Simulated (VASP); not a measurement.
# F (C2/m) in VASP: further runs

Runs on F. Level: PBEsol. Tasks: single point.

Everything below comes from runs of VASP 6.6.1. Logs are shortened: lines on timing, memory, paths and dates and some standing lists are left out, and cuts for length are marked.

## Step 1: The cell of the first run

It takes space group C2/m (No. 12, monoclinic). Conventional cell: a = 6.497 Å, b = 3.723 Å, c = 7.843 Å, α = 90.00°, β = 112.50°, γ = 90.00°. F (site symmetry m) has 1 F at 1.46 Å within 2.0 Å. Within 2.0 Å of F (site symmetry m) lie 1 F at 1.46 Å.

## Step 2: Single point, PBEsol

INCAR

```
  ALGO = Normal
  EDIFF = 1E-7
  ENCUT = 520
  GGA = PS
  ISIF = 2
  ISMEAR = 0
  LASPH = T
  LCHARG = F
  LREAL = F
  LWAVE = F
  NBANDS = 22
  NELM = 80
  PREC = Accurate
  SIGMA = 0.05
```

KPOINTS

```
k-points
0
Gamma
  4 4 2
```

POSCAR

```
F
1.0
    3.2389009936     -1.8615074069     -0.2498119861
    3.2389009936      1.8615074069     -0.2498119861
   -2.4354061261      0.0000000000      7.4548272690
F
4
Direct
    0.0848459664      0.0848459664      0.0940038325
    0.9151540336      0.9151540336      0.9059961675
    0.5015719855      0.5015719855      0.5937195244
    0.4984280145      0.4984280145      0.4062804756
```

Potentials or basis: VASP PAW PBE potentials, release 64 (F).

On the command line:

```bash
$ cat potpaw_PBE.64/F/POTCAR > POTCAR
$ mpirun -np 1 vasp_std > vasp.out
```

OUTCAR:

```text
EDIFF = 1E-7
   ENCUT = 520
   GGA = PS
   ISIF = 2
   ISMEAR = 0
   LASPH = T
   LREAL = F
   NELM = 80
   PREC = Accurate

 ion  position               nearest neighbor table
   1  0.085  0.085  0.094-   2 1.46
   2  0.915  0.915  0.906-   1 1.46
   3  0.502  0.502  0.594-   4 1.46
   4  0.498  0.498  0.406-   3 1.46

  LATTYP: Found a base centered monoclinic cell.
 ALAT       =     6.4970410726
 B/A-ratio  =     0.5730323654
 C/A-ratio  =     1.2070962569
 COS(beta)  =    -0.3827161857

  Lattice vectors:

 A1 = (   3.2389009936,  -1.8615074069,  -0.2498119861)
 A2 = (   3.2389009936,   1.8615074069,  -0.2498119861)
 A3 = (  -2.4354061261,   0.0000000000,   7.4548272690)

Analysis of symmetry for initial positions (statically):
=====================================================================
 Subroutine PRICEL returns:
 Original cell was already a primitive cell.

 Routine SETGRP: Setting up the symmetry group for a
 base centered monoclinic supercell.

 Subroutine GETGRP returns: Found  4 space group operations
 (whereof  4 operations were pure point group operations)
 out of a pool of  4 trial point group operations.

The static configuration has the point symmetry C_2h.

Analysis of symmetry for dynamics (positions and initial velocities):
=====================================================================
 Subroutine PRICEL returns:
 Original cell was already a primitive cell.

 Routine SETGRP: Setting up the symmetry group for a
 base centered monoclinic supercell.

 Subroutine GETGRP returns: Found  4 space group operations
 (whereof  4 operations were pure point group operations)
 out of a pool of  4 trial point group operations.

The dynamic configuration has the point symmetry C_2h.

 Subroutine INISYM returns: Found  4 space group operations
 (whereof  4 operations are pure point group operations),
 and found     1 'primitive' translations

----------------------------------------------------------------------------------------

                                     Primitive cell

  volume of cell :      87.6288

  direct lattice vectors                    reciprocal lattice vectors
     3.238900994 -1.861507407 -0.249811986     0.158363645 -0.268599522  0.051735577
     3.238900994  1.861507407 -0.249811986     0.158363645  0.268599522  0.051735577
    -2.435406126  0.000000000  7.454827269     0.010613562  0.000000000  0.137608599

  length of vectors
     3.744074719  3.744074719  7.842553960     0.316071696  0.316071696  0.138017297

  position of ions in fractional coordinates (direct lattice)
     0.084845966  0.084845966  0.094003833
     0.915154034  0.915154034  0.905996167
     0.501571986  0.501571986  0.593719524
     0.498428015  0.498428015  0.406280476

  ion indices of the primitive-cell ions
   primitive index   ion index
                 1           1
                 2           2
                 3           3
                 4           4

----------------------------------------------------------------------------------------

 KPOINTS: k-points

Automatic generation of k-mesh.
 Grid dimensions read from file:
 generate k-points for:    4    4    2

 Generating k-lattice:

  Cartesian coordinates                     Fractional coordinates (reciprocal lattice)
     0.039590911 -0.067149881  0.012933894     0.250000000  0.000000000 -0.000000000
     0.039590911  0.067149881  0.012933894     0.000000000  0.250000000 -0.000000000
     0.005306781  0.000000000  0.068804299     0.000000000  0.000000000  0.500000000

  Length of vectors
     0.079017924  0.079017924  0.069008648

  Shift w.r.t. Gamma in fractional coordinates (k-lattice)
     0.000000000  0.000000000  0.000000000

 Subroutine IBZKPT returns following result:
 ===========================================

 Found     14 irreducible k-points:

 Following reciprocal coordinates:
            Coordinates               Weight
  0.000000  0.000000  0.000000      1.000000
  0.250000  0.000000 -0.000000      4.000000
  0.500000  0.000000 -0.000000      2.000000
  0.250000  0.250000 -0.000000      2.000000
  0.500000  0.250000 -0.000000      4.000000
 -0.250000  0.250000  0.000000      2.000000
  0.500000  0.500000 -0.000000      1.000000
  0.000000  0.000000  0.500000      1.000000
  0.250000  0.000000  0.500000      4.000000
  0.500000  0.000000  0.500000      2.000000
  0.250000  0.250000  0.500000      2.000000
  0.500000  0.250000  0.500000      4.000000
 -0.250000  0.250000  0.500000      2.000000
  0.500000  0.500000  0.500000      1.000000
   k-points           NKPTS =     14   k-points in BZ     NKDIM =     14   number of bands    NBANDS=     22
   number of dos      NEDOS =    301   number of ions     NIONS =      4
   total plane-waves  NPLWV =  47040
   dimension x,y,z NGX =    28 NGY =   28 NGZ =   60
   dimension x,y,z NGXF=    56 NGYF=   56 NGZF=  120
   ions per type =               4
   NGX,Y,Z   is equivalent  to a cutoff of  12.43, 12.43, 12.72 a.u.
   NGXF,Y,Z  is equivalent  to a cutoff of  24.87, 24.87, 25.44 a.u.
 SYSTEM =  unknown system
   PREC   = accura    normal or accurate (medium, high low for compatibility)
   ISTART =      0    job   : 0-new  1-cont  2-samecut
   ICHARG =      2    charge: 1-file 2-atom 10-const
   ISPIN  =      1    spin polarized calculation?
   LNONCOLLINEAR =      F non collinear calculations
   LSORBIT =      F    spin-orbit coupling
   LASPH  =      T    aspherical Exc in radial PAW
   ENCUT  =  520.0 eV  38.22 Ry    6.18 a.u.   6.96  6.96 14.58*2*pi/ulx,y,z
   NELM   =     80;   NELMIN=  2; NELMDL= -5     # of ELM steps
   EDIFF  = 0.1E-06   stopping-criterion for ELM
   LREAL  =      F    real-space projection
   EDIFFG = 0.1E-05   stopping-criterion for IOM
   NSW    =      0    number of steps for IOM
   IBRION =     -1    ionic relax: 0-MD 1-quasi-New 2-CG
   NFREE  =      0    steps in history (QN), initial steepest desc. (CG)
   ISIF   =      2    stress and relaxation
   ISYM   =      2    0-nonsym 1-usesym 2-fastsym
   POTIM  = 0.5000    time-step for ionic-motion
   TEBEG  =    0.0;   TEEND  =   0.0 temperature during run
   PSTRESS=    0.0 pullay stress
   NELECT =      28.0000    total number of electrons
   NUPDOWN=      -1.0000    fix difference up-down
   EMIN   =  10.00;   EMAX   =-10.00  energy-range for DOS
   EFERMI =   0.00;   METHOD = LEGACY
   ISMEAR =     0;   SIGMA  =   0.05  broadening in eV -4-tet -1-fermi 0-gaus
   EFERMI_NEDOS =   21; number of points for ismear=-14 and -15
   IALGO  =     38    algorithm
   IMIX   =      4    mixing-type and parameters
     AMIX     =   0.40;   BMIX     =  1.00
     AMIX_MAG =   1.60;   BMIX_MAG =  1.00
  volume/ion in A,a.u.               =      21.91       147.84
  Fermi-wavevector in a.u.,A,eV,Ry     =   1.119211  2.115002 17.043104  1.252633
  Thomas-Fermi vector in A             =   2.255848
   LORBIT       =      0    0 simple, 1 ext, 2 COOP (PROOUT), +10 PAW based schemes
   GGA     = PS    functional components
   LHFCALC =     F    Hartree Fock is set to
   AEXX    =    0.0000 exact exchange contribution
   IVDW    =     0    specifies the selected vdW correction
   LEPSILON=     F    determine dielectric tensor
   LRPA    =     F    only Hartree local field effects (RPA)
 non-spin polarized calculation
 Gauss-broadening in eV      SIGMA  =   0.05
  energy-cutoff  :      520.00
  volume of cell :       87.63
 maximum number of plane-waves:      2382
   NGX = 13   NGY = 13   NGZ = 29

 number of electron      27.9999988 magnetization

 Free energy of the ion-electron system (eV)
  ---------------------------------------------------
  ext. energy  EPLUGINS =         0.00000000
  ---------------------------------------------------
  free energy    TOTEN  =        -7.70504411 eV

  energy without entropy =       -7.70504411  energy(sigma->0) =       -7.70504411

 E-fermi :  -6.2818     XC(G=0):  -6.2624

 val. band max:       -6.4935480207   @ k =   0.5000   0.5000  -0.0000
 cond. band min:      -4.0770340107   @ k =   0.0000   0.0000   0.0000
 fundamental gap:      2.4165140100
 Fermi energy:        -6.2817727239

 k-point     1 :       0.0000    0.0000    0.0000
  band No.  band energies     occupation
      1     -30.5248      2.00000
      2     -30.3784      2.00000
      3     -25.0433      2.00000
      4     -24.8618      2.00000
      5     -12.5447      2.00000
      6     -12.1159      2.00000
[... 14 lines left out ...]
     21      12.1964      0.00000
     22      13.0246      0.00000

 k-point     2 :       0.2500    0.0000   -0.0000
  band No.  band energies     occupation
      1     -30.5114      2.00000
      2     -30.3706      2.00000
      3     -25.0193      2.00000
      4     -24.8761      2.00000
      5     -12.4836      2.00000
      6     -12.1718      2.00000
[... 14 lines left out ...]
     21      10.1936      0.00000
     22      11.6614      0.00000

 k-point     3 :       0.5000    0.0000   -0.0000
  band No.  band energies     occupation
      1     -30.4974      2.00000
      2     -30.3625      2.00000
      3     -24.9883      2.00000
      4     -24.8971      2.00000
      5     -12.3756      2.00000
      6     -12.2739      2.00000
[... 14 lines left out ...]
     21       9.0403      0.00000
     22       9.2298      0.00000
[... 226 lines left out ...]
 k-point    13 :      -0.2500    0.2500    0.5000
  band No.  band energies     occupation
      1     -30.4976      2.00000
      2     -30.3627      2.00000
      3     -24.9884      2.00000
      4     -24.8973      2.00000
      5     -12.3735      2.00000
      6     -12.2731      2.00000
[... 14 lines left out ...]
     21       9.4149      0.00000
     22       9.4423      0.00000

 k-point    14 :       0.5000    0.5000    0.5000
  band No.  band energies     occupation
      1     -30.4947      2.00000
      2     -30.3599      2.00000
      3     -24.9959      2.00000
      4     -24.9047      2.00000
      5     -12.3904      2.00000
      6     -12.2903      2.00000
[... 14 lines left out ...]
     21       8.0878      0.00000
     22       8.1509      0.00000

------------------------ aborting loop because EDIFF is reached ----------------------------------------

  FORCE on cell =-STRESS in cart. coord.  units (eV):
  Direction    XX          YY          ZZ          XY          YZ          ZX
  --------------------------------------------------------------------------------------
  -------------------------------------------------------------------------------------
  Total       -0.9772077     -0.2848467     -4.4262223      0.0000000      0.0000000     -0.2944787
  in kB      -17.8669576     -5.2080479    -80.9276516      0.0000000      0.0000000     -5.3841555
  external PRESSURE =     -34.6675524 kB  Pullay stress =       0.0000000 kB

 VOLUME and BASIS-vectors are now :
 -----------------------------------------------------------------------------
  energy-cutoff  :      520.00
  volume of cell :       87.63
      direct lattice vectors                 reciprocal lattice vectors
     3.238900994 -1.861507407 -0.249811986     0.158363645 -0.268599522  0.051735577
     3.238900994  1.861507407 -0.249811986     0.158363645  0.268599522  0.051735577
    -2.435406126  0.000000000  7.454827269     0.010613562  0.000000000  0.137608599

 POSITION                                       TOTAL-FORCE (eV/Angst)
 -----------------------------------------------------------------------------------
      0.32068      0.00000      0.65839        -0.704885      0.000000     -1.438022
      3.72172      0.00000      6.29681         0.704885      0.000000      1.438022
      1.80314      0.00000      4.17548         0.491068      0.000000     -1.539929
      2.23926      0.00000      2.77972        -0.491068      0.000000      1.539929
 -----------------------------------------------------------------------------------
    total drift:                                0.000000      0.000000     -0.000000

  FREE ENERGIE OF THE ION-ELECTRON SYSTEM (eV)
  ---------------------------------------------------
  free  energy   TOTEN  =        -7.7050441057 eV

  energy  without entropy=       -7.7050441057  energy(sigma->0) =       -7.70504411
```

It took 54 s on 1 thread of Intel Xeon 8259CL, shared host; peak memory 0.19 GiB.

What came out:

- Free energy: -7.7050 eV
- Pressure: -3.5 GPa
- Largest force: 1.616 eV/Å
- Band gap on the k mesh: 2.42 eV, indirect (least direct gap 2.47 eV)

Forces in eV/Å, atoms in the order of the input:
```
F   -0.705  0.000 -1.438
F    0.705  0.000  1.438
F    0.491  0.000 -1.540
F   -0.491  0.000  1.540
```

Stress tensor (GPa, compression positive):
```
-1.79  0.00 -0.54
 0.00 -0.52  0.00
-0.54  0.00 -8.09
```

Caveat: the k points lie up to 0.50 Å⁻¹ apart; the PAW data sets were made with another functional, which shifts forces and pressure a little. PBEsol gaps usually lie below the measured ones, often by a third to a half.

## Step 3: Single point, PBEsol

INCAR

```
PREC = Accurate
ENCUT = 520
EDIFF = 1E-7
ISMEAR = 0
SIGMA = 0.05
LREAL = F
LASPH = T
NELM = 60
ALGO = Normal
ISIF = 2
LWAVE = F
LCHARG = F
GGA = PS
NBANDS = 22
```

KPOINTS

```
regular mesh
0
Gamma
  4 4 2
```

POSCAR: that of step 2 with these lines changed.

```diff
@@ -8,4 +8,4 @@
 Direct
-    0.0848459664      0.0848459664      0.0940038325
-    0.9151540336      0.9151540336      0.9059961675
+    0.0848459664      0.0848459664      0.0780195948
+    0.9151540336      0.9151540336      0.9219804052
     0.5015719855      0.5015719855      0.5937195244
```

Potentials or basis: VASP PAW PBE potentials, release 64 (F).

On the command line:

```bash
$ cat potpaw_PBE.64/F/POTCAR > POTCAR
$ mpirun -np 1 vasp_std > vasp.out
```

It took 56 s on 1 thread of Intel Xeon 8259CL, shared host; peak memory 0.19 GiB.

It converged, with:

| Quantity | Value |
| --- | --- |
| Free energy | -7.4323 eV |
| Pressure | 2.9 GPa |
| Largest force | 6.127 eV/Å |
| Band gap on the k mesh | 2.11 eV, indirect (least direct gap 2.15 eV) |

Forces on the atoms (eV/Å):
```
F    3.369  0.000  5.117
F   -3.369  0.000 -5.117
F    0.469  0.000 -1.559
F   -0.469  0.000  1.559
```

Stress tensor (GPa, compression positive):
```
 3.59  0.00  7.95
 0.00 -0.52  0.00
 7.95  0.00  5.59
```

Levels at points of the mesh, in eV from the valence-band top:
```
           k point  band 11  band 12  band 13  band 14  band 15  band 16  band 17  band 18
(0.00, 0.00, 0.00)    -0.74    -0.67    -0.14    -0.04     2.11     5.14     8.02    10.51
(0.50, 0.00, 0.00)    -0.81    -0.74    -0.17    -0.07     2.19     5.19    11.65    11.65
(0.50, 0.50, 0.00)    -0.77    -0.68    -0.06     0.00     2.17     5.16    12.03    12.09
(0.00, 0.00, 0.50)    -0.75    -0.67    -0.14    -0.04     2.13     5.06     8.78     8.93
(0.50, 0.00, 0.50)    -0.82    -0.73    -0.17    -0.05     2.17     5.20    11.45    12.28
(0.50, 0.50, 0.50)    -0.79    -0.67    -0.08    -0.01     2.18     5.16    11.60    11.62
```

Caveat: the k points lie up to 0.50 Å⁻¹ apart; the PAW data sets were made with another functional, which shifts forces and pressure a little. As with any semilocal functional, this PBEsol gap is likely too small.
